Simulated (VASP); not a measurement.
**HfN: single point with PBEsol**

HfN:

```xyz
2
Lattice="0.0000 2.2512 2.2512 2.2512 0.0000 2.2512 2.2512 2.2512 0.0000" Properties=species:S:1:pos:R:3 pbc="T T T"
Hf    0.0000    0.0000    0.0000
N     2.2512    2.2512    2.2512
```

| Quantity | Value |
| --- | --- |
| Program | VASP 6.6.1 |
| Task | single point |
| Functional | PBEsol |
| Potentials or basis | VASP PAW PBE potentials, release 64 (Hf_pv, N) |
| Cutoff | 520 eV |
| k mesh | 16 × 16 × 16 |
| Occupations | fermi-dirac, width 0.15 eV |
| Spin | no spin polarisation |

```json
{
 "Pressure": "-2.2 GPa"
}
```

Levels at points of the mesh, in eV from the Fermi level:
```
           k point  band 4  band 5  band 6  band 7  band 8  band 9  band 10  band 11  band 12  band 13
(0.00, 0.00, 0.00)  -17.50   -2.99   -2.99   -2.99   -0.37   -0.37    -0.37     1.92     1.97     1.97
(0.50, 0.00, 0.00)  -14.66   -8.96   -6.22   -6.22    3.35    3.77     3.77     4.47     9.00     9.00
(0.50, 0.50, 0.00)  -16.38   -5.38   -3.89   -3.66   -3.66    4.15     5.63     5.63     5.74     8.08
```

Wall time 12 s on 1 thread of Intel(R) Xeon(R) 6975P-C (Granite Rapids), on a shared host, peak memory 0.17 GiB.

Caveat: the PAW data sets were made with another functional, which shifts forces and pressure a little; spin-orbit coupling is left out, which moves the levels of the heavy elements.
